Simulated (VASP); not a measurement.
# Mg2CdO3 (P-3m1) in VASP: single point with PBE

Aim: the single point of Mg2CdO3 with PBE.

Everything below comes from runs of VASP 6.6.1. Logs are shortened: lines on timing, memory, paths and dates and some standing lists are left out, and cuts for length are marked.

### Step 1. The cell of the first run

It takes space group P-3m1 (No. 164, trigonal). The conventional cell has a = 3.126 Å, b = 3.126 Å, c = 7.778 Å, α = 90.00°, β = 90.00°, γ = 120.00°. Mg (site symmetry 3m) has 6 O at 2.14 to 2.18 Å within 2.8 Å. Within 3.3 Å of Cd (site symmetry -3m) lie 6 O at 2.36 Å and 6 Cd at 3.13 Å and 6 Mg at 3.22 Å. O (site symmetry 3m) has 3 Mg at 2.14 Å and 3 Cd at 2.36 Å within 2.8 Å. Within 3.0 Å of O (site symmetry -3m) lie 6 Mg at 2.18 Å and 6 O at 2.98 Å.

### Step 2. Single point, PBE

The input, INCAR:

```
  PREC = Accurate
  ENCUT = 840
  EDIFF = 1E-6
  ISMEAR = 0
  SIGMA = 0.15
  LREAL = F
  LASPH = T
  NELM = 120
  ALGO = Normal
  ISIF = 2
  LWAVE = F
  LCHARG = F
  GGA = PE
  NBANDS = 38
  GGA_COMPAT = F
```

The input, KPOINTS:

```
regular mesh
0
Gamma
  4 4 2
```

The input, POSCAR:

```
Mg2CdO3
1.0
    3.1262827060      0.0000000000      0.0000000000
   -1.5631413530      2.7074402428      0.0000000000
    0.0000000000      0.0000000000      7.7778715053
Mg Cd O
2 1 3
Direct
    0.3333333333      0.6666666667      0.3435703725
    0.6666666667      0.3333333333      0.6564296275
    0.0000000000      0.0000000000      0.0000000000
    0.6666666667      0.3333333333      0.1947609548
    0.3333333333      0.6666666667      0.8052390452
    0.0000000000      0.0000000000      0.5000000000
```

Potentials or basis: VASP PAW PBE potentials, release 64 (Mg_sv, Cd_sv_GW, O).

Run with:

```bash
cat potpaw_PBE.64/Mg_sv/POTCAR potpaw_PBE.64/Cd_sv_GW/POTCAR potpaw_PBE.64/O/POTCAR > POTCAR
mpirun -np 1 vasp_std > vasp.out
```

OUTCAR:

```text
PREC = Accurate
   ENCUT = 840
   EDIFF = 1E-6
   ISMEAR = 0
   LREAL = F
   LASPH = T
   NELM = 120
   ISIF = 2
   GGA = PE

 ion  position               nearest neighbor table
   1  0.333  0.667  0.344-
   2  0.667  0.333  0.656-
   3  0.000  0.000  0.000-
   4  0.667  0.333  0.195-
   5  0.333  0.667  0.805-
   6  0.000  0.000  0.500-

  LATTYP: Found a hexagonal cell.
 ALAT       =     3.1262827060
 C/A-ratio  =     2.4878976845

  Lattice vectors:

 A1 = (   3.1262827060,   0.0000000000,   0.0000000000)
 A2 = (  -1.5631413530,   2.7074402428,   0.0000000000)
 A3 = (   0.0000000000,   0.0000000000,   7.7778715053)

Analysis of symmetry for initial positions (statically):
=====================================================================
 Subroutine PRICEL returns:
 Original cell was already a primitive cell.

 Routine SETGRP: Setting up the symmetry group for a
 hexagonal supercell.

 Subroutine GETGRP returns: Found 12 space group operations
 (whereof 12 operations were pure point group operations)
 out of a pool of 24 trial point group operations.

The static configuration has the point symmetry D_3d.

Analysis of symmetry for dynamics (positions and initial velocities):
=====================================================================
 Subroutine PRICEL returns:
 Original cell was already a primitive cell.

 Routine SETGRP: Setting up the symmetry group for a
 hexagonal supercell.

 Subroutine GETGRP returns: Found 12 space group operations
 (whereof 12 operations were pure point group operations)
 out of a pool of 24 trial point group operations.

The dynamic configuration has the point symmetry D_3d.

 Subroutine INISYM returns: Found 12 space group operations
 (whereof 12 operations are pure point group operations),
 and found     1 'primitive' translations

----------------------------------------------------------------------------------------

                                     Primitive cell

  volume of cell :      65.8336

  direct lattice vectors                    reciprocal lattice vectors
     3.126282706  0.000000000  0.000000000     0.319868705  0.184676283  0.000000000
    -1.563141353  2.707440243  0.000000000     0.000000000  0.369352566  0.000000000
     0.000000000  0.000000000  7.777871505     0.000000000  0.000000000  0.128569879

  length of vectors
     3.126282706  3.126282706  7.777871505     0.369352566  0.369352566  0.128569879

  position of ions in fractional coordinates (direct lattice)
     0.333333333  0.666666667  0.343570372
     0.666666667  0.333333333  0.656429628
     0.000000000  0.000000000  0.000000000
     0.666666667  0.333333333  0.194760955
     0.333333333  0.666666667  0.805239045
     0.000000000  0.000000000  0.500000000

  ion indices of the primitive-cell ions
   primitive index   ion index
                 1           1
                 2           2
                 3           3
                 4           4
                 5           5
                 6           6

----------------------------------------------------------------------------------------

 KPOINTS: regular mesh

Automatic generation of k-mesh.
 Grid dimensions read from file:
 generate k-points for:    4    4    2

 Generating k-lattice:

  Cartesian coordinates                     Fractional coordinates (reciprocal lattice)
     0.079967176  0.046169071  0.000000000     0.250000000  0.000000000  0.000000000
     0.000000000  0.092338141  0.000000000     0.000000000  0.250000000  0.000000000
     0.000000000  0.000000000  0.064284940     0.000000000  0.000000000  0.500000000

  Length of vectors
     0.092338141  0.092338141  0.064284940

  Shift w.r.t. Gamma in fractional coordinates (k-lattice)
     0.000000000  0.000000000  0.000000000

 Subroutine IBZKPT returns following result:
 ===========================================

 Found      8 irreducible k-points:

 Following reciprocal coordinates:
            Coordinates               Weight
  0.000000  0.000000  0.000000      1.000000
  0.250000 -0.000000  0.000000      6.000000
  0.500000 -0.000000  0.000000      3.000000
  0.250000  0.250000  0.000000      6.000000
  0.000000  0.000000  0.500000      1.000000
  0.250000 -0.000000  0.500000      6.000000
  0.500000 -0.000000  0.500000      3.000000
  0.250000  0.250000  0.500000      6.000000
   k-points           NKPTS =      8   k-points in BZ     NKDIM =      8   number of bands    NBANDS=     38
   number of dos      NEDOS =    301   number of ions     NIONS =      6
   total plane-waves  NPLWV =  72000
   dimension x,y,z NGX =    30 NGY =   30 NGZ =   80
   dimension x,y,z NGXF=    60 NGYF=   60 NGZF=  160
   ions per type =               2   1   3
   NGX,Y,Z   is equivalent  to a cutoff of  15.95, 15.95, 17.10 a.u.
   NGXF,Y,Z  is equivalent  to a cutoff of  31.91, 31.91, 34.20 a.u.
 SYSTEM =  unknown system
   PREC   = accura    normal or accurate (medium, high low for compatibility)
   ISTART =      0    job   : 0-new  1-cont  2-samecut
   ICHARG =      2    charge: 1-file 2-atom 10-const
   ISPIN  =      1    spin polarized calculation?
   LNONCOLLINEAR =      F non collinear calculations
   LSORBIT =      F    spin-orbit coupling
   LASPH  =      T    aspherical Exc in radial PAW
   ENCUT  =  840.0 eV  61.74 Ry    7.86 a.u.   7.39  7.39 18.38*2*pi/ulx,y,z
   NELM   =    120;   NELMIN=  2; NELMDL= -5     # of ELM steps
   EDIFF  = 0.1E-05   stopping-criterion for ELM
   LREAL  =      F    real-space projection
   EDIFFG = 0.1E-04   stopping-criterion for IOM
   NSW    =      0    number of steps for IOM
   IBRION =     -1    ionic relax: 0-MD 1-quasi-New 2-CG
   NFREE  =      0    steps in history (QN), initial steepest desc. (CG)
   ISIF   =      2    stress and relaxation
   ISYM   =      2    0-nonsym 1-usesym 2-fastsym
   POTIM  = 0.5000    time-step for ionic-motion
   TEBEG  =    0.0;   TEEND  =   0.0 temperature during run
   PSTRESS=    0.0 pullay stress
   NELECT =      58.0000    total number of electrons
   NUPDOWN=      -1.0000    fix difference up-down
   EMIN   =  10.00;   EMAX   =-10.00  energy-range for DOS
   EFERMI =   0.00;   METHOD = LEGACY
   ISMEAR =     0;   SIGMA  =   0.15  broadening in eV -4-tet -1-fermi 0-gaus
   EFERMI_NEDOS =   21; number of points for ismear=-14 and -15
   IALGO  =     38    algorithm
   IMIX   =      4    mixing-type and parameters
     AMIX     =   0.40;   BMIX     =  1.00
     AMIX_MAG =   1.60;   BMIX_MAG =  1.00
  volume/ion in A,a.u.               =      10.97        74.04
  Fermi-wavevector in a.u.,A,eV,Ry     =   1.569404  2.965744 33.511560  2.463030
  Thomas-Fermi vector in A             =   2.671292
   LORBIT       =      0    0 simple, 1 ext, 2 COOP (PROOUT), +10 PAW based schemes
   GGA     = PE    functional components
   LHFCALC =     F    Hartree Fock is set to
   AEXX    =    0.0000 exact exchange contribution
   IVDW    =     0    specifies the selected vdW correction
   LEPSILON=     F    determine dielectric tensor
   LRPA    =     F    only Hartree local field effects (RPA)
 non-spin polarized calculation
 Gauss-broadening in eV      SIGMA  =   0.15
  energy-cutoff  :      840.00
  volume of cell :       65.83
 maximum number of plane-waves:      3667
 NGX is ok and might be reduce to    30
   NGX = 15   NGY = 15   NGZ = 37

 number of electron      58.0000014 magnetization

 Free energy of the ion-electron system (eV)
  ---------------------------------------------------
  ext. energy  EPLUGINS =         0.00000000
  ---------------------------------------------------
  free energy    TOTEN  =       -31.29673210 eV

  energy without entropy =      -31.29673210  energy(sigma->0) =      -31.29673210

 E-fermi :   4.1160     XC(G=0): -11.4042

 val. band max:        3.4255498869   @ k =   0.0000   0.0000   0.5000
 cond. band min:       5.3557483803   @ k =   0.0000   0.0000   0.0000
 fundamental gap:      1.9301984934
 Fermi energy:         4.1160445542

 k-point     1 :       0.0000    0.0000    0.0000
  band No.  band energies     occupation
      1     -96.8414      2.00000
      2     -69.2529      2.00000
      3     -69.2496      2.00000
      4     -57.9477      2.00000
      5     -57.9477      2.00000
      6     -57.8741      2.00000
[... 30 lines left out ...]
     37      18.4657      0.00000
     38      18.4657      0.00000

 k-point     2 :       0.2500   -0.0000    0.0000
  band No.  band energies     occupation
      1     -96.8405      2.00000
      2     -69.2510      2.00000
      3     -69.2486      2.00000
      4     -57.9621      2.00000
      5     -57.9515      2.00000
      6     -57.8725      2.00000
[... 30 lines left out ...]
     37      16.0360      0.00000
     38      17.9095      0.00000

 k-point     3 :       0.5000   -0.0000    0.0000
  band No.  band energies     occupation
      1     -96.8395      2.00000
      2     -69.2489      2.00000
      3     -69.2477      2.00000
      4     -57.9765      2.00000
      5     -57.9552      2.00000
      6     -57.8708      2.00000
[... 30 lines left out ...]
     37      16.1455      0.00000
     38      16.9701      0.00000

 k-point     4 :       0.2500    0.2500    0.0000
  band No.  band energies     occupation
      1     -96.8395      2.00000
      2     -69.2488      2.00000
      3     -69.2477      2.00000
      4     -57.9712      2.00000
      5     -57.9606      2.00000
      6     -57.8708      2.00000
[... 30 lines left out ...]
     37      14.7117      0.00000
     38      15.9401      0.00000

 k-point     5 :       0.0000    0.0000    0.5000
  band No.  band energies     occupation
      1     -96.8414      2.00000
      2     -69.2528      2.00000
      3     -69.2495      2.00000
      4     -57.9477      2.00000
      5     -57.9477      2.00000
      6     -57.8741      2.00000
[... 30 lines left out ...]
     37      17.9054      0.00000
     38      18.5495      0.00000

 k-point     6 :       0.2500   -0.0000    0.5000
  band No.  band energies     occupation
      1     -96.8405      2.00000
      2     -69.2509      2.00000
      3     -69.2486      2.00000
      4     -57.9621      2.00000
      5     -57.9515      2.00000
      6     -57.8725      2.00000
[... 30 lines left out ...]
     37      17.2354      0.00000
     38      17.9743      0.00000

 k-point     7 :       0.5000   -0.0000    0.5000
  band No.  band energies     occupation
      1     -96.8395      2.00000
      2     -69.2488      2.00000
      3     -69.2478      2.00000
      4     -57.9765      2.00000
      5     -57.9552      2.00000
      6     -57.8708      2.00000
[... 30 lines left out ...]
     37      15.9001      0.00000
     38      16.6352      0.00000

 k-point     8 :       0.2500    0.2500    0.5000
  band No.  band energies     occupation
      1     -96.8395      2.00000
      2     -69.2488      2.00000
      3     -69.2478      2.00000
      4     -57.9712      2.00000
      5     -57.9606      2.00000
      6     -57.8708      2.00000
[... 30 lines left out ...]
     37      15.8664      0.00000
     38      15.9649      0.00000

------------------------ aborting loop because EDIFF is reached ----------------------------------------

  FORCE on cell =-STRESS in cart. coord.  units (eV):
  Direction    XX          YY          ZZ          XY          YZ          ZX
  --------------------------------------------------------------------------------------
  -------------------------------------------------------------------------------------
  Total       -0.3348484     -0.3348484     -0.1521440     -0.0000000      0.0000000      0.0000000
  in kB       -8.1491249     -8.1491249     -3.7026912     -0.0000000      0.0000000      0.0000000
  external PRESSURE =      -6.6669804 kB  Pullay stress =       0.0000000 kB

 VOLUME and BASIS-vectors are now :
 -----------------------------------------------------------------------------
  energy-cutoff  :      840.00
  volume of cell :       65.83
      direct lattice vectors                 reciprocal lattice vectors
     3.126282706  0.000000000  0.000000000     0.319868705  0.184676283  0.000000000
    -1.563141353  2.707440243  0.000000000     0.000000000  0.369352566  0.000000000
     0.000000000  0.000000000  7.777871505     0.000000000  0.000000000  0.128569879

 POSITION                                       TOTAL-FORCE (eV/Angst)
 -----------------------------------------------------------------------------------
     -0.00000      1.80496      2.67225         0.000000      0.000000      0.005535
      1.56314      0.90248      5.10563         0.000000     -0.000000     -0.005535
      0.00000      0.00000      0.00000        -0.000000      0.000000     -0.000000
      1.56314      0.90248      1.51483        -0.000000      0.000000     -0.002965
     -0.00000      1.80496      6.26305         0.000000     -0.000000      0.002965
      0.00000      0.00000      3.88894        -0.000000      0.000000     -0.000000
 -----------------------------------------------------------------------------------
    total drift:                               -0.000000      0.000000      0.000000

  FREE ENERGIE OF THE ION-ELECTRON SYSTEM (eV)
  ---------------------------------------------------
  free  energy   TOTEN  =       -31.2967320958 eV

  energy  without entropy=      -31.2967320958  energy(sigma->0) =      -31.29673210
```

It took 26 s on 1 thread of Intel Xeon 6975P-C (Granite Rapids), shared host; peak memory 0.28 GiB.

Results:

```yaml
Free_energy: -31.2967 eV
Pressure: -0.7 GPa
Largest_force: 0.006 eV/Å
Band_gap_on_the_k_mesh: 1.93 eV (least direct gap 2.07 eV)
```

Forces in eV/Å, atoms in the order of the input:
```
Mg   0.000  0.000  0.006
Mg   0.000  0.000 -0.006
Cd   0.000  0.000  0.000
O    0.000  0.000 -0.003
O    0.000  0.000  0.003
O    0.000  0.000  0.000
```

Stress tensor (GPa, compression positive):
```
-0.81  0.00  0.00
 0.00 -0.81  0.00
 0.00  0.00 -0.37
```

Caveat: the k points lie up to 0.58 Å⁻¹ apart.
